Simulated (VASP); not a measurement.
Write the native input for VASP 6.6.1 that does the following.

| Property | Result |
| --- | --- |
| Task | single point |
| Functional | PBEsol |
| Potentials or basis | VASP PAW PBE potentials, release 64 (Ge_d) |
| Cutoff | 520 eV |
| k mesh | 14 × 14 × 14 |
| Occupations | gaussian, width 0.15 eV |
| Spin | no spin polarisation |
| Dipole correction | no |
| Further INCAR settings | ALGO = Normal; EDIFF = 1e-06; NBANDS = 21 |

The structure of Ge lies in POSCAR:

```
Ge
1.0
    0.0000000000      2.8075542250      2.8287700000
    2.8499857750      0.0000000000      2.8287700000
    2.8499857750      2.8075542250      0.0000000000
Ge
2
Direct
    0.5000000000      0.5000000000      0.5000000000
    0.7500000000      0.7500000000      0.7500000000
```

This cell differs from its parent crystal: strain +0.0075 x Voigt [1, -1, 0, 0, 0, 0].

These files were run (other wordings do the same):

INCAR

```
PREC = Accurate
ENCUT = 520
EDIFF = 1E-6
ISMEAR = 0
SIGMA = 0.15
LREAL = False
LASPH = True
NELM = 80
ALGO = Normal
ISIF = 2
LWAVE = False
LCHARG = False
GGA = PS
NBANDS = 21
```

KPOINTS

```
Automatic mesh
0
Gamma
  14 14 14
```

Potentials or basis: VASP PAW PBE potentials, release 64 (Ge_d).

Command:

```sh
$ cat potpaw_PBE.64/Ge_d/POTCAR > POTCAR
$ mpirun -np 1 vasp_std > vasp.out
```

It gave:

```
Pressure               : 0.2 GPa
Band gap on the k mesh : 0.06 eV
```

Caveat: the cell differs from its parent crystal (strain +0.0075 x Voigt [1, -1, 0, 0, 0, 0]); the PAW data sets were made with another functional, which shifts forces and pressure a little.

Wall time 11 min on 1 thread of Intel Xeon 8259CL, on a shared host, peak memory 0.42 GiB.
